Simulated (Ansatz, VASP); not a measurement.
Given: the input of a run of VASP 6.6.1 on PbO.

File INCAR:

```
SYSTEM = PbO
  PREC = Accurate
  ENCUT = 600
  EDIFF = 1E-6
  ISMEAR = -1
  SIGMA = 0.05
  LREAL = .FALSE.
  LASPH = .TRUE.
  NELM = 200
  ALGO = Normal
  ISIF = 2
  LWAVE = .FALSE.
  LCHARG = .FALSE.
  MAGMOM = 0 0 0 0 0 0 0 0 0 0 0 0
  LORBIT = 11
  LSORBIT = .TRUE.
  GGA_COMPAT = .FALSE.
  LORBMOM = .TRUE.
  GGA = PE
  NBANDS = 54
```

KPOINTS

```
Automatic mesh
0
G
  7 7 6
  0 0 0
```

POSCAR

```
PbO
1.0
    4.0682551615      0.0000000000      0.0000000000
    0.0000000000      4.0682551615      0.0000000000
    0.0000000000      0.0000000000      5.1082602403
Pb O
2 2
Direct
    0.5000000000      0.0000000000      0.7600000000
    0.0000000000      0.5000000000      0.2400000000
    0.5000000000      0.5000000000      0.0000000000
    0.0000000000      0.0000000000      0.0000000000
```

Potentials or basis: VASP PAW PBE potentials, release 64 (Pb_d, O).

Launch:

```console
$ cat potpaw_PBE.64/Pb_d/POTCAR potpaw_PBE.64/O/POTCAR > POTCAR
$ mpirun -np 1 vasp_ncl > vasp.out
```

Question: Set up the same calculation for Ansatz 0.2.0. Potentials there: Ansatz PAW.

Answer: As run (the cutoff follows the program's own potentials):

The input input.yaml:

```yaml
crystal:
  lattice:
    - [4.0682551615, 0.0, 0.0]
    - [0.0, 4.0682551615, 0.0]
    - [0.0, 0.0, 5.1082602403]
  atoms:
    - { symbol: Pb, position: [0.5, 0.0, 0.76] }
    - { symbol: Pb, position: [0.0, 0.5, 0.24] }
    - { symbol: O, position: [0.5, 0.5, 0.0] }
    - { symbol: O, position: [0.0, 0.0, 0.0] }
hamiltonian:
  xc: pbe
  pseudopotentials: { kind: paw_fr }
magnetization:
  noncollinear: true
  spin_orbit: true
kpoints:
  mp_grid: { grid: [7, 7, 6] }
scf:
  occupations: { method: fermi_dirac, width: 0.05 }
output:
  forces: true
  stress: true
  eigenvalues: true
```

Potentials or basis: Ansatz PAW.

The run is started by

```sh
$ ansatz run input.yaml --threads 2 --pin off --max-ram 5120MiB --backend cpu --events-out ev --progress --plain --runs-dir out
```

Both were run:

|  | VASP | Ansatz | Ansatz less VASP |
| --- | --- | --- | --- |
| pressure (GPa) | -1.6 | -1.6 | -0.06 |
| traceless stress, the component that is largest in VASP (GPa) | -0.13 | -0.02 | +0.118 |
| rms of the force components (eV/Å) | 0.262 | 0.269 | +0.0071 |

Atom by atom the forces differ by 0.007 eV/Å (rms over components).

Noted on Ansatz's run: odd divisions of the mesh miss points on the zone boundary, where band edges often lie, so the gap on the mesh can be too wide.
